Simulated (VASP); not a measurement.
# FeGe in VASP: single point with PBE

Aim: the single point of FeGe with PBE.

Program: VASP 6.6.1. These are calculated values, not measurements. Logs are shortened: lines on timing, memory, paths and dates and some standing lists are left out, and cuts for length are marked.

## 1. The cell of the first run

The typed cell holds 8 atoms: a = 4.689 Å, b = 4.689 Å, c = 4.689 Å, α = 90.00°, β = 90.00°, γ = 90.00°.

## 2. Single point, PBE, collinear spin, antiferromagnetic start

Input file INCAR:

```
SYSTEM = FeGe
ALGO = Normal ; EDIFF = 1E-6
ENCUT = 600 ; GGA = PE
GGA_COMPAT = .FALSE. ; ISIF = 2
ISMEAR = 1 ; ISPIN = 2
LASPH = .TRUE. ; LCHARG = .FALSE.
LMAXMIX = 4 ; LORBIT = 11
LREAL = .FALSE. ; LWAVE = .FALSE.
MAGMOM = 3.5 -3.5 3.5 -3.5 0 0 0 0 ; NBANDS = 58
NELM = 200 ; PREC = Accurate
SIGMA = 0.1
```

Input file KPOINTS:

```
k-points
0
G
  4 4 4
  0 0 0
```

Input file POSCAR:

```
FeGe
1.0
    4.6890000000      0.0000000000      0.0000000000
    0.0000000000      4.6890000000      0.0000000000
    0.0000000000      0.0000000000      4.6890000000
Fe Ge
4 4
Direct
    0.1346815463      0.1394562417      0.1282500684
    0.3716215198      0.8672223881      0.6281958747
    0.6347075566      0.3672511426      0.8733358067
    0.8716890312      0.6393588221      0.3733258153
    0.8403792825      0.8394565192      0.8437835528
    0.6659587345      0.1672370089      0.3437951982
    0.3403458665      0.6672764635      0.1576296465
    0.1659754499      0.3394158307      0.6577188035
```

Potentials or basis: VASP PAW PBE potentials, release 64 (Fe, Ge_d).

Command:

```
$ cat potpaw_PBE.64/Fe/POTCAR potpaw_PBE.64/Ge_d/POTCAR > POTCAR
$ mpirun -np 1 vasp_std > vasp.out
```

OUTCAR:

```text
SYSTEM = FeGe
   EDIFF = 1E-6
   ENCUT = 600
   GGA = PE
   ISIF = 2
   ISMEAR = 1
   ISPIN = 2
   LASPH = .TRUE.
   LORBIT = 11
   LREAL = .FALSE.
   NELM = 200
   PREC = Accurate

 ion  position               nearest neighbor table
   1  0.135  0.139  0.128-   5 2.38   8 2.40   7 2.42   6 2.42   8 2.66   7 2.66   6 2.69   3 2.84
                             3 2.84   4 2.89   4 2.89   2 2.89   2 2.89
   2  0.372  0.867  0.628-   6 2.38   7 2.40   8 2.42   5 2.42   7 2.66   8 2.66   5 2.69   4 2.84
                             4 2.84   3 2.89   3 2.89   1 2.89   1 2.89
   3  0.635  0.367  0.873-   7 2.38   6 2.40   5 2.42   8 2.42   6 2.66   5 2.66   8 2.69   1 2.84
                             1 2.84   2 2.89   2 2.89   4 2.89   4 2.89
   4  0.872  0.639  0.373-   8 2.38   5 2.40   6 2.42   7 2.42   5 2.66   6 2.66   7 2.69   2 2.84
                             2 2.84   1 2.89   1 2.89   3 2.89   3 2.89
   5  0.840  0.839  0.844-   1 2.38   4 2.40   3 2.42   2 2.42   4 2.66   3 2.66   2 2.69   7 2.88
                             7 2.88   6 2.92   6 2.92
   6  0.666  0.167  0.344-   2 2.38   3 2.40   4 2.42   1 2.42   3 2.66   4 2.66   1 2.69   8 2.88
                             8 2.88   5 2.92   5 2.92
   7  0.340  0.667  0.158-   3 2.38   2 2.40   1 2.42   4 2.42   2 2.66   1 2.66   4 2.69   5 2.88
                             5 2.88   8 2.92   8 2.92
   8  0.166  0.339  0.658-   4 2.38   1 2.40   2 2.42   3 2.42   1 2.66   2 2.66   3 2.69   6 2.88
                             6 2.88   7 2.92   7 2.92

  LATTYP: Found a simple cubic cell.
 ALAT       =     4.6890000000

  Lattice vectors:

 A1 = (   4.6890000000,   0.0000000000,   0.0000000000)
 A2 = (   0.0000000000,   4.6890000000,   0.0000000000)
 A3 = (   0.0000000000,   0.0000000000,   4.6890000000)

Analysis of symmetry for initial positions (statically):
=====================================================================
 Subroutine PRICEL returns:
 Original cell was already a primitive cell.

 Routine SETGRP: Setting up the symmetry group for a
 simple cubic supercell.

 Subroutine GETGRP returns: Found  1 space group operations
 (whereof  1 operations were pure point group operations)
 out of a pool of 48 trial point group operations.

The static configuration has the point symmetry C_1 .

Analysis of symmetry for dynamics (positions and initial velocities):
=====================================================================
 Subroutine PRICEL returns:
 Original cell was already a primitive cell.

 Routine SETGRP: Setting up the symmetry group for a
 simple cubic supercell.

 Subroutine GETGRP returns: Found  1 space group operations
 (whereof  1 operations were pure point group operations)
 out of a pool of 48 trial point group operations.

The dynamic configuration has the point symmetry C_1 .

Analysis of structural, dynamic, and magnetic symmetry:
[... 177 lines left out ...]
 cond. band min:       8.0347494664   @ k =   0.2500   0.5000   0.5000
 fundamental gap:      0.0388052607
 Fermi energy:         8.0227199611

 spin component 1

 k-point     1 :       0.0000    0.0000    0.0000
  band No.  band energies     occupation
      1     -16.6465      1.00000
      2     -16.6418      1.00000
      3     -16.6416      1.00000
      4     -16.6105      1.00000
      5     -16.6064      1.00000
      6     -16.6054      1.00000
[... 1405 lines left out ...]
     55      12.9664      0.00000
     56      13.6116      0.00000

 [... further k-points ...]

 spin component 2

 k-point     1 :       0.0000    0.0000    0.0000
  band No.  band energies     occupation
      1     -16.6463      1.00000
      2     -16.6419      1.00000
      3     -16.6415      1.00000
      4     -16.6104      1.00000
      5     -16.6065      1.00000
      6     -16.6055      1.00000
[... 1405 lines left out ...]
     55      12.9246      0.00000
     56      13.5785      0.00000

 [... further k-points ...]

 [bands above 56 left out]

------------------------ aborting loop because EDIFF is reached ----------------------------------------

  FORCE on cell =-STRESS in cart. coord.  units (eV):
  Direction    XX          YY          ZZ          XY          YZ          ZX
  --------------------------------------------------------------------------------------
  -------------------------------------------------------------------------------------
  Total       -2.0622898     -0.9773258     -0.8059906     -0.0011667     -0.0010326     -0.0012059
  in kB      -32.0493762    -15.1883029    -12.5256374     -0.0181321     -0.0160475     -0.0187405
  external PRESSURE =     -19.9211055 kB  Pullay stress =       0.0000000 kB

 VOLUME and BASIS-vectors are now :
 -----------------------------------------------------------------------------
  energy-cutoff  :      600.00
  volume of cell :      103.10
      direct lattice vectors                 reciprocal lattice vectors
     4.689000000  0.000000000  0.000000000     0.213265089  0.000000000  0.000000000
     0.000000000  4.689000000  0.000000000     0.000000000  0.213265089  0.000000000
     0.000000000  0.000000000  4.689000000     0.000000000  0.000000000  0.213265089

 POSITION                                       TOTAL-FORCE (eV/Angst)
 -----------------------------------------------------------------------------------
      0.63152      0.65391      0.60136         0.013810      0.012819      0.003684
      1.74253      4.06641      2.94561        -0.012560     -0.014222      0.005181
      2.97614      1.72204      4.09507         0.014058     -0.014154     -0.006829
      4.08735      2.99795      1.75052        -0.015460      0.017198     -0.006467
      3.94054      3.93621      3.95650        -0.001045     -0.001544     -0.007515
      3.12268      0.78417      1.61206        -0.000301      0.000487     -0.006431
      1.59588      3.12886      0.73913        -0.000253      0.000432      0.010433
      0.77826      1.59152      3.08404         0.001751     -0.001016      0.007944
 -----------------------------------------------------------------------------------
    total drift:                                0.001933      0.000056     -0.000547

  FREE ENERGIE OF THE ION-ELECTRON SYSTEM (eV)
  ---------------------------------------------------
  free  energy   TOTEN  =       -51.6373182292 eV

  energy  without entropy=      -51.6448414779  energy(sigma->0) =      -51.63982598

 total charge

# of ion       s       p       d       tot
------------------------------------------
    1        0.376   0.494   6.458   7.328
    2        0.376   0.494   6.458   7.328
    3        0.376   0.494   6.458   7.328
    4        0.376   0.494   6.458   7.328
    5        1.119   1.231  10.116  12.467
    6        1.119   1.231  10.116  12.467
    7        1.119   1.231  10.116  12.467
    8        1.119   1.231  10.116  12.467
--------------------------------------------------
tot          5.982   6.902  66.295  79.179

 magnetization (x)

# of ion       s       p       d       tot
------------------------------------------
    1        0.008   0.011   0.994   1.012
    2       -0.008  -0.011  -0.994  -1.012
    3        0.008   0.011   0.993   1.012
    4       -0.008  -0.011  -0.994  -1.012
    5       -0.004   0.011  -0.001   0.006
    6        0.004  -0.011   0.001  -0.006
    7       -0.004   0.011  -0.001   0.006
    8        0.004  -0.011   0.001  -0.006
--------------------------------------------------
tot          0.000   0.000  -0.000  -0.000
```

OSZICAR:

```text
N       E                     dE             d eps       ncg     rms          rms(c)
DAV:   1     0.104028349727E+04    0.10403E+04   -0.38861E+04  9866   0.439E+03
DAV:   2     0.176345141804E+03   -0.86394E+03   -0.81448E+03  8352   0.101E+03
DAV:   3    -0.356452369165E+02   -0.21199E+03   -0.20024E+03  8352   0.288E+02
[... 13 lines left out ...]
DAV:  17    -0.516373037491E+02   -0.20591E-04   -0.17687E-04 11080   0.941E-02    0.304E-02
DAV:  18    -0.516373121986E+02   -0.84495E-05   -0.36538E-05 10738   0.506E-02    0.195E-02
DAV:  19    -0.516373166140E+02   -0.44154E-05   -0.31405E-05  9792   0.496E-02    0.143E-02
DAV:  20    -0.516373179947E+02   -0.13807E-05   -0.46677E-05  9970   0.524E-02    0.434E-03
DAV:  21    -0.516373182292E+02   -0.23452E-06   -0.55087E-06  6964   0.181E-02
   1 F= -.51637318E+02 E0= -.51639826E+02  d E =0.752325E-02  mag=    -0.0003
```

Wall time 9.3 min (1 thread of AMD EPYC 9R14 (Zen 4), shared host); peak memory 0.5 GiB.

Results:

| Quantity | Value |
| --- | --- |
| Free energy | -51.6373 eV |
| Pressure | -2.0 GPa |
| Largest force | 0.024 eV/Å |
| Band gap on the k mesh | zero (filled and empty bands overlap) |
| Net moment | 0.00 μB per cell |
| Site moments | Fe +1.01, -1.01 (each value once); Ge +0.01, -0.01 (each value once) μB |
| Valence electrons inside the program's atomic spheres | Fe 7.33; Ge 12.47 |

Forces on the atoms (eV/Å):
```
Fe   0.014  0.013  0.004
Fe  -0.013 -0.014  0.005
Fe   0.014 -0.014 -0.007
Fe  -0.015  0.017 -0.006
Ge  -0.001 -0.002 -0.008
Ge   0.000  0.000 -0.006
Ge   0.000  0.000  0.010
Ge   0.002 -0.001  0.008
```

Stress tensor (GPa, compression positive):
```
-3.20  0.00  0.00
 0.00 -1.52  0.00
 0.00  0.00 -1.25
```
